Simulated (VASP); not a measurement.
Input of a VASP 6.6.1 run:

INCAR

```
ALGO = Fast
EDIFF = 1E-7
ENCUT = 520
GGA = PE
ISIF = 2
ISMEAR = 0
LASPH = True
LCHARG = False
LREAL = False
LWAVE = False
NBANDS = 39
NELM = 80
PREC = Accurate
SIGMA = 0.1
```

The input KPOINTS:

```
k-points
0
Gamma
  6 6 6
```

File POSCAR:

```
Sr
1.0
    0.0000000000      0.0000000000      7.0133159817
    6.4016348802      3.6959856214      0.0000000000
   -6.4016348802      3.6959856213      0.0000000000
Sr
6
Direct
    0.2500000000      0.3333333333      0.3333333333
    0.2500000000      0.6666666667      0.0000000000
    0.2500000000      0.0000000000      0.6666666667
    0.7500000000      0.3333333333      0.0000000000
    0.7500000000      0.6666666667      0.6666666667
    0.7500000000      0.0000000000      0.3333333333
```

Potentials or basis: VASP PAW PBE potentials, release 64 (Sr_sv).

Command:

```console
$ cat potpaw_PBE.64/Sr_sv/POTCAR > POTCAR
$ mpirun -np 1 vasp_std > vasp.out
```

(1) Predict the pressure.

(2) What does it give for the band gap on the k mesh?

Answers

(1) 0.0 GPa.

(2) zero (band 30 reaches 1.70 eV, above the bottom of band 31 at 1.47 eV).
